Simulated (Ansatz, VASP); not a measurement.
**Mn: VASP beside Ansatz**

File POSCAR:

```
Mn
1.0
    3.8229376209      0.0000000000      0.0000000000
   -1.9114688104      3.3107610968      0.0000000000
    0.0000000000      0.0000000000      2.3863935568
Mn
3
Direct
    0.0000000000      0.0000000000      0.0000000000
    0.3333333333      0.6666666667      0.5000000000
    0.6666666667      0.3333333333      0.5000000000
```

File INCAR.step1:

```
ALGO     = Normal         # electronic algorithm
EDIFF    = 1E-4           # SCF threshold, eV
ENCUT    = 520            # plane-wave cutoff, eV
GGA      = PE             # functional
ISMEAR   = -1             # smearing method
LASPH    = True           # aspherical terms in the spheres
LCHARG   = False          # write CHGCAR
LREAL    = False          # projectors in reciprocal space
LWAVE    = True           # write WAVECAR
NBANDS   = 26             # bands
NELM     = 100            # most SCF steps
PREC     = Accurate       # precision mode
SIGMA    = 0.1            # smearing width, eV
```

The input INCAR.step2:

```
ALGO     = Normal         # electronic algorithm
EDIFF    = 1E-6           # SCF threshold, eV
ENCUT    = 520            # plane-wave cutoff, eV
ISIF     = 2              # what is computed and relaxed
ISMEAR   = -1             # smearing method
ISTART   = 1            
LASPH    = True           # aspherical terms in the spheres
LCHARG   = False          # write CHGCAR
LMIXTAU  = True         
LREAL    = False          # projectors in reciprocal space
LWAVE    = False          # write WAVECAR
METAGGA  = R2SCAN         # meta-GGA
NBANDS   = 26             # bands
NELM     = 100            # most SCF steps
PREC     = Accurate       # precision mode
SIGMA    = 0.1            # smearing width, eV
```

KPOINTS

```
k-points
0
Gamma
  11 11 15
```

Input for Ansatz:

```yaml
crystal:
  lattice:
    - [3.8229376209, 0.0, 0.0]
    - [-1.9114688104, 3.3107610968, 0.0]
    - [0.0, 0.0, 2.3863935568]
  atoms:
    - { symbol: Mn, position: [0.0, 0.0, 0.0] }
    - { symbol: Mn, position: [0.3333333333, 0.6666666667, 0.5] }
    - { symbol: Mn, position: [0.6666666667, 0.3333333333, 0.5] }
hamiltonian:
  xc: r2scan
  pseudopotentials:
    kind: paw
    azcp:
      Mn: "pseudopotentials/Mn.paw.azcp"
basis:
  ecutwfc: 500
  fft_grid_basis: typed
kpoints:
  mp_grid: { grid: [11, 11, 15], shift: [0, 0, 0] }
magnetization:
  spin_polarized: false
scf:
  occupations: { method: fermi_dirac, width: 0.1 }
  lower_state_search: "off"
output:
  stress: true
  write_density: true
  write_potential: true
  elf: true
  volumetric_format: npy
```

Alike in both runs: task single point; functional r2SCAN; k mesh 11 × 11 × 15; occupations fermi-dirac, width 0.1 eV; no spin polarisation.

|  | VASP | Ansatz |
| --- | --- | --- |
| version | VASP 6.6.1 | Ansatz 0.2.0 |
| potentials or method | VASP PAW PBE potentials, release 64 (Mn_pv), cutoff 520 eV | plane waves (500 eV) with PAW, scalar-relativistic |
| valence electrons in the cell | 39 | 45 |

Ansatz gave:

- pressure (GPa): 13.2
- traceless stress, the component that is largest in VASP (GPa): 0.11

Question: What did VASP give for the same quantities?

Answer: Pressure (GPa): 13.8; traceless stress, the component that is largest in VASP (GPa): -0.02.

VASP's potentials were made for PBE, not for r2SCAN. With one functional, cell and mesh, what is left measures potentials, basis and numerics. VASP's potentials hold 39 valence electrons a cell and Ansatz's 45, so a difference there can come from the potentials and not from the codes.
